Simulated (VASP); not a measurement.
Wanted: the native input for a VASP 6.6.1 run.

```yaml
Task: single point
Functional: PBE
Potentials_or_basis: VASP PAW PBE potentials, release 64 (Ba_sv, Si)
Cutoff: 520 eV
k_mesh: 12 × 12 × 6
Occupations: gaussian, width 0.1 eV
Spin: no spin polarisation
Dipole_correction: no
Further_INCAR_settings: ALGO = Fast; EDIFF = 1e-06; NBANDS = 27
```

The structure of Ba3Si2 lies in POSCAR:

```
Ba3Si2
1.0
    5.6775359249      0.0000000000      0.0000000000
   -2.8387679624      4.9168903418      0.0000000000
    0.0000000000      0.0000000000      6.8996477952
Ba Si
3 2
Direct
    0.0000000000      0.0000000000      0.0000000000
    0.3333333333      0.6666666667      0.6873891341
    0.6666666667      0.3333333333      0.3126108659
    0.3333333333      0.6666666667      0.1854101856
    0.6666666667      0.3333333333      0.8145898144
```

These files were run (other wordings do the same):

INCAR

```
PREC     = Accurate       # precision mode
ENCUT    = 520            # plane-wave cutoff, eV
EDIFF    = 1E-6           # SCF threshold, eV
ISMEAR   = 0              # smearing method
SIGMA    = 0.1            # smearing width, eV
LREAL    = False          # projectors in reciprocal space
LASPH    = True           # aspherical terms in the spheres
NELM     = 100            # most SCF steps
ALGO     = Fast           # electronic algorithm
ISIF     = 2              # what is computed and relaxed
LWAVE    = False          # write WAVECAR
LCHARG   = False          # write CHGCAR
GGA      = PE             # functional
NBANDS   = 27             # bands
```

KPOINTS

```
Automatic mesh
0
Gamma
  12 12 6
```

Potentials or basis: VASP PAW PBE potentials, release 64 (Ba_sv, Si).

Run with:

```sh
$ cat potpaw_PBE.64/Ba_sv/POTCAR potpaw_PBE.64/Si/POTCAR > POTCAR
$ mpirun -np 1 vasp_std > vasp.out
```

It gave:

The pressure is 0.4 GPa, the largest force is 0.020 eV/Å and the band gap on the k mesh is zero (bands 19 and 20 overlap by 0.35 eV).

Caveat: spin-orbit coupling is left out, which moves the levels of the heavy elements.

Wall time 6.2 min on 1 thread of Intel(R) Xeon(R) 6975P-C (Granite Rapids) (shared host), peak memory 0.6 GiB.
